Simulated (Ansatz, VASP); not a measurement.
One calculation of K2S, two programs

```
K S
1.0
     0.00000    3.73147    3.73147
     3.73147    0.00000    3.73147
     3.73147    3.73147    0.00000
K S
2 1
Direct
  0.25000 0.25000 0.25000
  0.75000 0.75000 0.75000
  0.00000 0.00000 0.00000
```

Alike in both runs: task single point; functional PBE; k mesh 8 × 8 × 8; occupations gaussian, width 0.05 eV; no spin polarisation.

|  | VASP | Ansatz |
| --- | --- | --- |
| version | VASP 6.6.1 | Ansatz 0.2.0 |
| potentials or method | VASP PAW PBE potentials, release 64 (K_sv, S), cutoff 500 eV | scalar-relativistic, plane waves, PAW |
| valence electrons in the cell | 24 | 24 |

```csv
,VASP,Ansatz,Ansatz less VASP
gap on the k mesh at the Fermi level (eV),2.32,2.32,+0.002
pressure (GPa),0.0,0.0,-0.03
```
